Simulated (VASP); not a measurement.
# Al in VASP: single point with PBE

Aim: the single point of Al with PBE.

Everything below comes from runs of VASP 6.6.1. Logs are shortened: lines on timing, memory, paths and dates and some standing lists are left out, and cuts for length are marked.

## Step 1: The cell of the first run

The cell holds a slab with vacuum, 15 atoms: a = 4.063 Å, b = 10.749 Å, c = 28.687 Å, α = 90.00°, β = 90.00°, γ = 100.89°.

## Step 2: Single point, PBE

INCAR

```
SYSTEM = Al
PREC = Accurate
ENCUT = 520
EDIFF = 1E-7
ISMEAR = 0
SIGMA = 0.1
LREAL = Auto
LASPH = .True.
NELM = 100
ALGO = Fast
ISIF = 2
LWAVE = .False.
LCHARG = .False.
LDIPOL = .True.
IDIPOL = 3
DIPOL = 0.5 0.5 0.673
GGA = PE
NBANDS = 36
```

KPOINTS

```
Automatic mesh
0
Gamma
  9 4 1
  0 0 0
```

POSCAR

```
Al
1.0
    4.0626003656      0.0000000000      0.0000000000
   -2.0313001828     10.5549453661      0.0000000000
    0.0000000000      0.0000000000     28.6874280604
Al
15
Direct
    0.8287896674      0.1643108615      0.6019354753
    0.6179844791      0.7626601669      0.6042117540
    0.2216020274      0.9635993758      0.6061475512
    0.4350165039      0.3636915142      0.6059872767
    0.0354052850      0.5650292470      0.6043490936
    0.3289028055      0.1637980190      0.6713615452
    0.1268133426      0.7629913995      0.6721808267
    0.7335971435      0.9646914891      0.6725369542
    0.9225466929      0.3630952591      0.6726502446
    0.5262036402      0.5650043031      0.6721616151
    0.8222036491      0.1628677841      0.7405884031
    0.6410715931      0.7657003749      0.7410716728
    0.2466665691      0.9643009068      0.7414108869
    0.4065904265      0.3661157273      0.7415257953
    0.0224024150      0.5620749599      0.7408787644
```

Potentials or basis: VASP PAW PBE potentials, release 64 (Al).

Command:

```sh
$ cat potpaw_PBE.64/Al/POTCAR > POTCAR
$ mpirun -np 1 vasp_std > vasp.out
```

OUTCAR:

```text
SYSTEM = Al
   PREC = Accurate
   ENCUT = 520
   EDIFF = 1E-7
   ISMEAR = 0
   LREAL = Auto
   LASPH = .True.
   NELM = 100
   ISIF = 2
   GGA = PE

 ion  position               nearest neighbor table
   1  0.829  0.164  0.602-   6 2.84   6 2.85   4 2.91   3 2.92   9 2.92   8 2.92   4 2.95   3 2.96

   2  0.618  0.763  0.604-   7 2.79   7 2.84  10 2.86   5 2.87   8 2.90   3 2.93   3 2.95   5 2.96

   3  0.222  0.964  0.606-   8 2.75   8 2.82   6 2.82   7 2.84   1 2.92   2 2.93   2 2.95   1 2.96
[... 21 lines left out ...]
  14  0.407  0.366  0.742-   9 2.78  15 2.85   9 2.89  10 2.89  11 2.91   6 2.94  15 2.95  11 3.00

  15  0.022  0.562  0.741-  10 2.82  10 2.84  14 2.85   9 2.87   7 2.90  12 2.91  14 2.95  12 3.00

  LATTYP: Found a base centered orthorhombic cell.
 ALAT       =     4.0626003656
 B/A-ratio  =     5.1961524227
 C/A-ratio  =     7.0613463001

  Lattice vectors:

 A1 = (   2.0313001828, -10.5549453661,   0.0000000000)
 A2 = (   2.0313001828,  10.5549453661,   0.0000000000)
 A3 = (   0.0000000000,   0.0000000000,  28.6874280604)

Analysis of symmetry for initial positions (statically):
=====================================================================
 Subroutine PRICEL returns:
 Original cell was already a primitive cell.

 Routine SETGRP: Setting up the symmetry group for a
 base centered orthorhombic supercell.

 Subroutine GETGRP returns: Found  1 space group operations
 (whereof  1 operations were pure point group operations)
 out of a pool of  8 trial point group operations.

The static configuration has the point symmetry C_1 .

Analysis of symmetry for dynamics (positions and initial velocities):
=====================================================================
 Subroutine PRICEL returns:
 Original cell was already a primitive cell.

 Routine SETGRP: Setting up the symmetry group for a
 base centered orthorhombic supercell.

 Subroutine GETGRP returns: Found  1 space group operations
 (whereof  1 operations were pure point group operations)
 out of a pool of  8 trial point group operations.

The dynamic configuration has the point symmetry C_1 .

 Subroutine INISYM returns: Found  1 space group operations
 (whereof  1 operations are pure point group operations),
 and found     1 'primitive' translations

----------------------------------------------------------------------------------------

                                     Primitive cell

  volume of cell :    1230.1320

  direct lattice vectors                    reciprocal lattice vectors
     4.062600366  0.000000000  0.000000000     0.246147765  0.047371159  0.000000000
    -2.031300183 10.554945366  0.000000000     0.000000000  0.094742319  0.000000000
     0.000000000  0.000000000 28.687428060     0.000000000  0.000000000  0.034858475

  length of vectors
     4.062600366 10.748630244 28.687428060     0.250664614  0.094742319  0.034858475

  position of ions in fractional coordinates (direct lattice)
     0.828789667  0.164310861  0.601935475
     0.617984479  0.762660167  0.604211754
     0.221602027  0.963599376  0.606147551
     0.435016504  0.363691514  0.605987277
     0.035405285  0.565029247  0.604349094
     0.328902806  0.163798019  0.671361545
     0.126813343  0.762991400  0.672180827
     0.733597143  0.964691489  0.672536954
     0.922546693  0.363095259  0.672650245
     0.526203640  0.565004303  0.672161615
     0.822203649  0.162867784  0.740588403
     0.641071593  0.765700375  0.741071673
     0.246666569  0.964300907  0.741410887
     0.406590427  0.366115727  0.741525795
     0.022402415  0.562074960  0.740878764

  ion indices of the primitive-cell ions
   primitive index   ion index
                 1           1
                 2           2
                 3           3
                 4           4
                 5           5
                 6           6
                 7           7
                 8           8
                 9           9
                10          10
[... 45 lines left out ...]

 WARNING: IBZKPT: internal override: KBLOWUP is changed to .FALSE.
      ... skipping the blow-up phase ...

 Subroutine IBZKPT returns following result:
 ===========================================

 Found     19 irreducible k-points:

 Following reciprocal coordinates:
            Coordinates               Weight
  0.000000  0.000000  0.000000      1.000000
  0.111111 -0.000000  0.000000      2.000000
  0.222222  0.000000  0.000000      2.000000
  0.333333  0.000000  0.000000      2.000000
  0.444444  0.000000  0.000000      2.000000
  0.000000  0.250000  0.000000      2.000000
[... 11 lines left out ...]
  0.333333  0.500000  0.000000      2.000000
  0.444444  0.500000  0.000000      2.000000
   k-points           NKPTS =     19   k-points in BZ     NKDIM =     19   number of bands    NBANDS=     36
   number of dos      NEDOS =    301   number of ions     NIONS =     15
   total plane-waves  NPLWV = 518400
   dimension x,y,z NGX =    30 NGY =   80 NGZ =  216
   dimension x,y,z NGXF=    60 NGYF=  160 NGZF=  432
   ions per type =              15
   NGX,Y,Z   is equivalent  to a cutoff of  12.28, 12.37, 12.52 a.u.
   NGXF,Y,Z  is equivalent  to a cutoff of  24.55, 24.75, 25.03 a.u.
 SYSTEM =  Al
   PREC   = accura    normal or accurate (medium, high low for compatibility)
   ISTART =      0    job   : 0-new  1-cont  2-samecut
   ICHARG =      2    charge: 1-file 2-atom 10-const
   ISPIN  =      1    spin polarized calculation?
   LNONCOLLINEAR =      F non collinear calculations
   LSORBIT =      F    spin-orbit coupling
   LASPH  =      T    aspherical Exc in radial PAW
   ENCUT  =  520.0 eV  38.22 Ry    6.18 a.u.   7.55 19.99 53.34*2*pi/ulx,y,z
   NELM   =    100;   NELMIN=  2; NELMDL= -5     # of ELM steps
   EDIFF  = 0.1E-06   stopping-criterion for ELM
   LREAL  =      T    real-space projection
   EDIFFG = 0.1E-05   stopping-criterion for IOM
   NSW    =      0    number of steps for IOM
   IBRION =     -1    ionic relax: 0-MD 1-quasi-New 2-CG
   NFREE  =      0    steps in history (QN), initial steepest desc. (CG)
   ISIF   =      2    stress and relaxation
   ISYM   =      2    0-nonsym 1-usesym 2-fastsym
   POTIM  = 0.5000    time-step for ionic-motion
   TEBEG  =    0.0;   TEEND  =   0.0 temperature during run
   PSTRESS=    0.0 pullay stress
   NELECT =      45.0000    total number of electrons
   NUPDOWN=      -1.0000    fix difference up-down
   EMIN   =  10.00;   EMAX   =-10.00  energy-range for DOS
   EFERMI =   0.00;   METHOD = LEGACY
   ISMEAR =     0;   SIGMA  =   0.10  broadening in eV -4-tet -1-fermi 0-gaus
   EFERMI_NEDOS =   21; number of points for ismear=-14 and -15
   IALGO  =     68    algorithm
   IMIX   =      4    mixing-type and parameters
     AMIX     =   0.40;   BMIX     =  1.00
     AMIX_MAG =   1.60;   BMIX_MAG =  1.00
  volume/ion in A,a.u.               =      82.01       553.42
  Fermi-wavevector in a.u.,A,eV,Ry     =   0.543453  1.026977  4.018356  0.295341
  Thomas-Fermi vector in A             =   1.571936
   LORBIT       =      0    0 simple, 1 ext, 2 COOP (PROOUT), +10 PAW based schemes
   GGA     = PE    functional components
   LHFCALC =     F    Hartree Fock is set to
   AEXX    =    0.0000 exact exchange contribution
   IVDW    =     0    specifies the selected vdW correction
   LEPSILON=     F    determine dielectric tensor
   LRPA    =     F    only Hartree local field effects (RPA)
 non-spin polarized calculation
 RMM-DIIS sequential band-by-band and
 Gauss-broadening in eV      SIGMA  =   0.10
  energy-cutoff  :      520.00
  volume of cell :     1230.13
 maximum number of plane-waves:     33236
 NGX is ok and might be reduce to    30
   NGX = 15   NGY = 39   NGZ =107

 dipolmoment           0.000000      0.000000      0.008000 electrons x Angstroem

 number of electron      45.0000000 magnetization

 dipolmoment           0.000000      0.000000     -0.001416 electrons x Angstroem

 Free energy of the ion-electron system (eV)
  ---------------------------------------------------
  ext. energy  EPLUGINS =         0.00000000
  ---------------------------------------------------
  free energy    TOTEN  =       -50.75612261 eV

  energy without entropy =      -50.71970909  energy(sigma->0) =      -50.73791585

 E-fermi :  -1.9790     XC(G=0):  -2.7886

 val. band max:       -1.9925666046   @ k =   0.3333   0.2500   0.0000
 cond. band min:      -1.9749763387   @ k =   0.3333   0.5000   0.0000
 fundamental gap:      0.0175902659
 Fermi energy:        -1.9790419395

 k-point     1 :       0.0000    0.0000    0.0000
  band No.  band energies     occupation
      1     -12.0294      2.00000
      2     -10.7247      2.00000
      3     -10.6998      2.00000
      4      -9.6758      2.00000
      5      -8.3861      2.00000
      6      -8.3629      2.00000
[... 692 lines left out ...]
     33       0.1817      0.00000
     34       0.4822      0.00000
 [bands above 34 left out]

------------------------ aborting loop because EDIFF is reached ----------------------------------------

 vacuum level on the upper side and lower side of the slab       (xc-potential included)        -0.044        -0.036

  FORCE on cell =-STRESS in cart. coord.  units (eV):
  Direction    XX          YY          ZZ          XY          YZ          ZX
  --------------------------------------------------------------------------------------
  -------------------------------------------------------------------------------------
  Total      -10.0096064    -11.7917392      3.2807956     -1.7270427     -0.0185835      0.0061349
  in kB      -13.0369463    -15.3580734      4.2730508     -2.2493755     -0.0242039      0.0079904
  external PRESSURE =      -8.0406563 kB  Pullay stress =       0.0000000 kB

 VOLUME and BASIS-vectors are now :
 -----------------------------------------------------------------------------
  energy-cutoff  :      520.00
  volume of cell :     1230.13
      direct lattice vectors                 reciprocal lattice vectors
     4.062600366  0.000000000  0.000000000     0.246147765  0.047371159  0.000000000
    -2.031300183 10.554945366  0.000000000     0.000000000  0.094742319  0.000000000
     0.000000000  0.000000000 28.687428060     0.000000000  0.000000000  0.034858475

 POSITION                                       TOTAL-FORCE (eV/Angst)
 -----------------------------------------------------------------------------------
      3.03328      1.73429     17.26798         0.007127     -0.015391     -0.052793
      0.96143      8.04984     17.33328         0.092931      0.075325     -0.177979
     -1.05708     10.17074     17.38881         0.074478     -0.023490     -0.342161
      1.02853      3.83874     17.38422        -0.082073      0.040628     -0.311774
     -1.00391      5.96385     17.33722        -0.094073     -0.078587     -0.193178
      1.00348      1.72888     19.25964        -0.044072      0.020493      0.145816
     -1.03467      8.05333     19.28314         0.025499      0.013491      0.120426
      1.02073     10.18227     19.29336        -0.026642     -0.005750      0.046949
      3.01038      3.83245     19.29661        -0.000400     -0.014806      0.042008
      0.99006      5.96359     19.28259         0.048685     -0.008833      0.103012
      3.00945      1.71906     21.24558         0.059331      0.059913      0.144237
      1.04905      8.08193     21.25944        -0.070459     -0.069235      0.137633
     -0.95668     10.17814     21.26917        -0.124766     -0.005732      0.094322
      0.90812      3.86433     21.27247         0.154675     -0.096694      0.096953
     -1.05073      5.93267     21.25391        -0.020242      0.108668      0.146530
 -----------------------------------------------------------------------------------
    total drift:                               -0.000002     -0.005935     -0.009766

  FREE ENERGIE OF THE ION-ELECTRON SYSTEM (eV)
  ---------------------------------------------------
  free  energy   TOTEN  =       -50.7561226089 eV

  energy  without entropy=      -50.7197090858  energy(sigma->0) =      -50.73791585

 vacuum level on the upper side and lower side of the slab         2.515         2.522
```

Run time: 26 min. Hardware: 1 thread of Intel Xeon Platinum 8375C at 2.90GHz (Ice Lake), shared host; peak memory 1.2 GiB.

What came out:

| Item | Value |
| --- | --- |
| Free energy | -50.7561 eV |
| Largest force | 0.351 eV/Å |
| Band gap on the k mesh | zero (an odd number of electrons rules out a gap without spin polarisation) |

Forces in eV/Å, atoms in the order of the input:
```
Al   0.007 -0.015 -0.053
Al   0.093  0.075 -0.178
Al   0.074 -0.023 -0.342
Al  -0.082  0.041 -0.312
Al  -0.094 -0.079 -0.193
Al  -0.044  0.020  0.146
Al   0.025  0.013  0.120
Al  -0.027 -0.006  0.047
Al   0.000 -0.015  0.042
Al   0.049 -0.009  0.103
Al   0.059  0.060  0.144
Al  -0.070 -0.069  0.138
Al  -0.125 -0.006  0.094
Al   0.155 -0.097  0.097
Al  -0.020  0.109  0.147
```
